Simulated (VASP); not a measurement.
# ZnCu (Pm-3m) in VASP: notebook

ZnCu is run at these levels: LDA; tasks: single point.

Program: VASP 6.6.1. These are calculated values, not measurements. Logs are shortened: lines on timing, memory, paths and dates and some standing lists are left out, and cuts for length are marked.

### Step 1. The cell of the first run

Symmetry: Pm-3m, No. 221, cubic system. Conventional cell: a = 2.843 Å, b = 2.843 Å, c = 2.843 Å, α = 90.00°, β = 90.00°, γ = 90.00°. Zn (site symmetry m-3m) has 8 Cu at 2.46 Å and 6 Zn at 2.84 Å within 3.3 Å. Within 3.3 Å of Cu (site symmetry m-3m) lie 8 Zn at 2.46 Å and 6 Cu at 2.84 Å.

### Step 2. Single point, LDA

Contents of INCAR:

```
ALGO = Normal ; EDIFF = 1E-6
ENCUT = 520 ; GGA = CA
ISIF = 2 ; ISMEAR = 1
LASPH = T ; LCHARG = F
LREAL = F ; LWAVE = F
NBANDS = 18 ; NELM = 100
PREC = Accurate ; SIGMA = 0.15
```

Contents of KPOINTS:

```
k-points
0
Gamma
  8 8 8
```

Contents of POSCAR:

```
ZnCu
1.0
    2.8433662377      0.0000000000      0.0000000000
    0.0000000000      2.8433662377      0.0000000000
    0.0000000000      0.0000000000      2.8433662377
Zn Cu
1 1
Direct
    0.5000000000      0.5000000000      0.5000000000
    0.0000000000      0.0000000000      0.0000000000
```

Potentials or basis: VASP PAW LDA potentials, release 64 (Zn, Cu).

Command:

```
$ cat potpaw_LDA.64/Zn/POTCAR potpaw_LDA.64/Cu/POTCAR > POTCAR
$ mpirun -np 1 vasp_std > vasp.out
```

OUTCAR:

```text
EDIFF = 1E-6
   ENCUT = 520
   GGA = CA
   ISIF = 2
   ISMEAR = 1
   LASPH = T
   LREAL = F
   NELM = 100
   PREC = Accurate

 ion  position               nearest neighbor table
   1  0.500  0.500  0.500-   2 2.46   2 2.46   2 2.46   2 2.46   2 2.46   2 2.46   2 2.46   2 2.46

   2  0.000  0.000  0.000-   1 2.46   1 2.46   1 2.46   1 2.46   1 2.46   1 2.46   1 2.46   1 2.46

  LATTYP: Found a simple cubic cell.
 ALAT       =     2.8433662377

  Lattice vectors:

 A1 = (   2.8433662377,   0.0000000000,   0.0000000000)
 A2 = (   0.0000000000,   2.8433662377,   0.0000000000)
 A3 = (   0.0000000000,   0.0000000000,   2.8433662377)

Analysis of symmetry for initial positions (statically):
=====================================================================
 Subroutine PRICEL returns:
 Original cell was already a primitive cell.

 Routine SETGRP: Setting up the symmetry group for a
 simple cubic supercell.

 Subroutine GETGRP returns: Found 48 space group operations
 (whereof 48 operations were pure point group operations)
 out of a pool of 48 trial point group operations.

The static configuration has the point symmetry O_h .

Analysis of symmetry for dynamics (positions and initial velocities):
=====================================================================
 Subroutine PRICEL returns:
 Original cell was already a primitive cell.

 Routine SETGRP: Setting up the symmetry group for a
 simple cubic supercell.

 Subroutine GETGRP returns: Found 48 space group operations
 (whereof 48 operations were pure point group operations)
 out of a pool of 48 trial point group operations.

The dynamic configuration has the point symmetry O_h .

 Subroutine INISYM returns: Found 48 space group operations
 (whereof 48 operations are pure point group operations),
 and found     1 'primitive' translations

----------------------------------------------------------------------------------------

                                     Primitive cell

  volume of cell :      22.9879

  direct lattice vectors                    reciprocal lattice vectors
     2.843366238  0.000000000  0.000000000     0.351695813  0.000000000  0.000000000
     0.000000000  2.843366238  0.000000000     0.000000000  0.351695813  0.000000000
     0.000000000  0.000000000  2.843366238     0.000000000  0.000000000  0.351695813

  length of vectors
     2.843366238  2.843366238  2.843366238     0.351695813  0.351695813  0.351695813

  position of ions in fractional coordinates (direct lattice)
[... 8 lines left out ...]
----------------------------------------------------------------------------------------

 KPOINTS: k-points

Automatic generation of k-mesh.
 Grid dimensions read from file:
 generate k-points for:    8    8    8

 Generating k-lattice:

  Cartesian coordinates                     Fractional coordinates (reciprocal lattice)
     0.043961977  0.000000000  0.000000000     0.125000000  0.000000000  0.000000000
     0.000000000  0.043961977  0.000000000     0.000000000  0.125000000  0.000000000
     0.000000000  0.000000000  0.043961977     0.000000000  0.000000000  0.125000000

  Length of vectors
     0.043961977  0.043961977  0.043961977

  Shift w.r.t. Gamma in fractional coordinates (k-lattice)
     0.000000000  0.000000000  0.000000000

 Subroutine IBZKPT returns following result:
 ===========================================

 Found     35 irreducible k-points:

 Following reciprocal coordinates:
            Coordinates               Weight
  0.000000  0.000000  0.000000      1.000000
  0.125000  0.000000  0.000000      6.000000
  0.250000  0.000000  0.000000      6.000000
  0.375000  0.000000  0.000000      6.000000
  0.500000  0.000000  0.000000      3.000000
  0.125000  0.125000  0.000000     12.000000
[... 16 lines left out ...]
  0.375000  0.375000  0.125000     24.000000
  0.500000  0.375000  0.125000     24.000000
 [... further k-points ...]
   k-points           NKPTS =     35   k-points in BZ     NKDIM =     35   number of bands    NBANDS=     18
   number of dos      NEDOS =    301   number of ions     NIONS =      2
   total plane-waves  NPLWV =  13824
   dimension x,y,z NGX =    24 NGY =   24 NGZ =   24
   dimension x,y,z NGXF=    48 NGYF=   48 NGZF=   48
   ions per type =               1   1
   NGX,Y,Z   is equivalent  to a cutoff of  14.03, 14.03, 14.03 a.u.
   NGXF,Y,Z  is equivalent  to a cutoff of  28.06, 28.06, 28.06 a.u.
 SYSTEM =  unknown system
   PREC   = accura    normal or accurate (medium, high low for compatibility)
   ISTART =      0    job   : 0-new  1-cont  2-samecut
   ICHARG =      2    charge: 1-file 2-atom 10-const
   ISPIN  =      1    spin polarized calculation?
   LNONCOLLINEAR =      F non collinear calculations
   LSORBIT =      F    spin-orbit coupling
   LASPH  =      T    aspherical Exc in radial PAW
   ENCUT  =  520.0 eV  38.22 Ry    6.18 a.u.   5.29  5.29  5.29*2*pi/ulx,y,z
   NELM   =    100;   NELMIN=  2; NELMDL= -5     # of ELM steps
   EDIFF  = 0.1E-05   stopping-criterion for ELM
   LREAL  =      F    real-space projection
   EDIFFG = 0.1E-04   stopping-criterion for IOM
   NSW    =      0    number of steps for IOM
   IBRION =     -1    ionic relax: 0-MD 1-quasi-New 2-CG
   NFREE  =      0    steps in history (QN), initial steepest desc. (CG)
   ISIF   =      2    stress and relaxation
   ISYM   =      2    0-nonsym 1-usesym 2-fastsym
   POTIM  = 0.5000    time-step for ionic-motion
   TEBEG  =    0.0;   TEEND  =   0.0 temperature during run
   PSTRESS=    0.0 pullay stress
   NELECT =      23.0000    total number of electrons
   NUPDOWN=      -1.0000    fix difference up-down
   EMIN   =  10.00;   EMAX   =-10.00  energy-range for DOS
   EFERMI =   0.00;   METHOD = LEGACY
   ISMEAR =     1;   SIGMA  =   0.15  broadening in eV -4-tet -1-fermi 0-gaus
   EFERMI_NEDOS =   21; number of points for ismear=-14 and -15
   IALGO  =     38    algorithm
   IMIX   =      4    mixing-type and parameters
     AMIX     =   0.40;   BMIX     =  1.00
     AMIX_MAG =   1.60;   BMIX_MAG =  1.00
  volume/ion in A,a.u.               =      11.49        77.56
  Fermi-wavevector in a.u.,A,eV,Ry     =   1.637387  3.094213 36.477707  2.681036
  Thomas-Fermi vector in A             =   2.728535
   LORBIT       =      0    0 simple, 1 ext, 2 COOP (PROOUT), +10 PAW based schemes
   GGA     = CA    functional components
   LHFCALC =     F    Hartree Fock is set to
   AEXX    =    0.0000 exact exchange contribution
   IVDW    =     0    specifies the selected vdW correction
   LEPSILON=     F    determine dielectric tensor
   LRPA    =     F    only Hartree local field effects (RPA)
 non-spin polarized calculation
 Methfessel and Paxton  Order N= 1 SIGMA  =   0.15
  energy-cutoff  :      520.00
  volume of cell :       22.99
 maximum number of plane-waves:       632
 NGX is ok and might be reduce to    24
   NGX = 11   NGY = 11   NGZ = 11

 number of electron      22.9999992 magnetization

 Free energy of the ion-electron system (eV)
  ---------------------------------------------------
  ext. energy  EPLUGINS =         0.00000000
  ---------------------------------------------------
  free energy    TOTEN  =        -6.78437320 eV

  energy without entropy =       -6.78320322  energy(sigma->0) =       -6.78398320

 E-fermi :   6.1262     XC(G=0): -13.3690

 val. band max:        6.0511872623   @ k =   0.3750   0.2500   0.1250
 cond. band min:       6.1917830203   @ k =   0.3750   0.3750   0.1250
 fundamental gap:      0.1405957580
 Fermi energy:         6.1262046514

 k-point     1 :       0.0000    0.0000    0.0000
  band No.  band energies     occupation
      1      -4.8010      2.00000
      2      -1.9146      2.00000
      3      -1.9146      2.00000
      4      -1.0364      2.00000
      5      -1.0364      2.00000
      6      -1.0364      2.00000
[... 10 lines left out ...]
     17      20.2799      0.00000
     18      30.9720      0.00000

 k-point     2 :       0.1250    0.0000    0.0000
  band No.  band energies     occupation
      1      -4.4976      2.00000
      2      -1.8710      2.00000
      3      -1.8415      2.00000
      4      -1.0643      2.00000
      5      -1.0643      2.00000
      6      -1.0196      2.00000
[... 10 lines left out ...]
     17      22.1491      0.00000
     18      28.5954      0.00000

 k-point     3 :       0.2500    0.0000    0.0000
  band No.  band energies     occupation
      1      -3.6271      2.00000
      2      -1.7624      2.00000
      3      -1.6385      2.00000
      4      -1.1313      2.00000
      5      -1.1313      2.00000
      6      -0.9785      2.00000
[... 10 lines left out ...]
     17      25.5884      0.00000
     18      25.6434      0.00000

 k-point     4 :       0.3750    0.0000    0.0000
  band No.  band energies     occupation
      1      -2.4588      2.00000
      2      -1.6486      2.00000
      3      -1.2157      2.00000
      4      -1.1978      2.00000
      5      -1.1978      2.00000
      6      -0.9365      2.00000
[... 10 lines left out ...]
     17      22.2705      0.00000
     18      22.2705      0.00000

 k-point     5 :       0.5000    0.0000    0.0000
  band No.  band energies     occupation
      1      -1.9789      2.00000
      2      -1.5998      2.00000
      3      -1.2251      2.00000
      4      -1.2251      2.00000
      5      -0.9189      2.00000
      6      -0.3502      2.00000
[... 10 lines left out ...]
     17      20.6504      0.00000
     18      22.0186      0.00000

 k-point     6 :       0.1250    0.1250    0.0000
  band No.  band energies     occupation
      1      -4.2005      2.00000
      2      -1.8199      2.00000
      3      -1.7803      2.00000
      4      -1.0938      2.00000
      5      -1.0841      2.00000
      6      -1.0229      2.00000
[... 307 lines left out ...]
 k-point    21 :       0.3750    0.2500    0.1250
  band No.  band energies     occupation
      1      -1.9324      2.00000
      2      -1.6119      2.00000
      3      -1.3481      2.00000
      4      -1.2572      2.00000
      5      -1.2019      2.00000
      6      -0.2069      2.00000
[... 10 lines left out ...]
     17      23.6077      0.00000
     18      24.2084      0.00000

 k-point    22 :       0.5000    0.2500    0.1250
  band No.  band energies     occupation
      1      -1.8279      2.00000
      2      -1.6199      2.00000
      3      -1.3865      2.00000
      4      -1.2368      2.00000
      5      -1.1955      2.00000
      6       1.0310      2.00000
[... 10 lines left out ...]
     17      24.0421      0.00000
     18      24.9936      0.00000

 k-point    23 :       0.3750    0.3750    0.1250
  band No.  band energies     occupation
      1      -1.9853      2.00000
      2      -1.6350      2.00000
      3      -1.3838      2.00000
      4      -1.3480      2.00000
      5      -0.9087      2.00000
      6       0.6341      2.00000
[... 10 lines left out ...]
     17      20.9597      0.00000
     18      23.8750      0.00000

 k-point    24 :       0.5000    0.3750    0.1250
  band No.  band energies     occupation
      1      -2.0298      2.00000
      2      -1.6354      2.00000
      3      -1.4212      2.00000
      4      -1.3763      2.00000
      5      -0.8060      2.00000
      6       1.2212      2.00000
[... 10 lines left out ...]
     17      21.9875      0.00000
     18      22.9622      0.00000

 [... further k-points ...]
[... 5 lines left out ...]
  --------------------------------------------------------------------------------------
  -------------------------------------------------------------------------------------
  Total        0.8636954      0.8636954      0.8636954      0.0000000     -0.0000000      0.0000000
  in kB       60.1967169     60.1967169     60.1967169      0.0000000     -0.0000000      0.0000000
  external PRESSURE =      60.1967169 kB  Pullay stress =       0.0000000 kB

 VOLUME and BASIS-vectors are now :
 -----------------------------------------------------------------------------
  energy-cutoff  :      520.00
  volume of cell :       22.99
      direct lattice vectors                 reciprocal lattice vectors
     2.843366238  0.000000000  0.000000000     0.351695813  0.000000000  0.000000000
     0.000000000  2.843366238  0.000000000     0.000000000  0.351695813  0.000000000
     0.000000000  0.000000000  2.843366238     0.000000000  0.000000000  0.351695813

 POSITION                                       TOTAL-FORCE (eV/Angst)
 -----------------------------------------------------------------------------------
      1.42168      1.42168      1.42168         0.000000      0.000000      0.000000
      0.00000      0.00000      0.00000         0.000000      0.000000      0.000000
 -----------------------------------------------------------------------------------
    total drift:                                0.000000      0.000000     -0.000000

  FREE ENERGIE OF THE ION-ELECTRON SYSTEM (eV)
  ---------------------------------------------------
  free  energy   TOTEN  =        -6.7843731978 eV

  energy  without entropy=       -6.7832032176  energy(sigma->0) =       -6.78398320
```

It took 19 s on 1 thread of Intel Xeon 8259CL, shared host; peak memory 0.13 GiB.

Results:

```yaml
Free_energy: -6.7844 eV
Pressure: 6.0 GPa
```

Levels at points of the mesh, in eV from the Fermi level:
```
           k point  band 7  band 8  band 9  band 10  band 11  band 12  band 13  band 14  band 15  band 16
(0.00, 0.00, 0.00)   -3.66   -3.66   -2.69    -2.69    -2.69     6.82     6.82     6.82    12.34    12.34
(0.50, 0.00, 0.00)   -5.10   -3.86   -3.37    -3.37    -2.81    -1.86    12.86    12.86    13.48    13.48
(0.50, 0.50, 0.00)   -3.41   -2.84   -2.84    -2.43    -1.95    -1.95     2.47     2.78    15.21    16.67
(0.50, 0.50, 0.50)   -4.56   -4.56   -2.40    -2.40     4.76     4.90     4.90     4.90     5.14     5.14
```

[end of part 1 of 2]
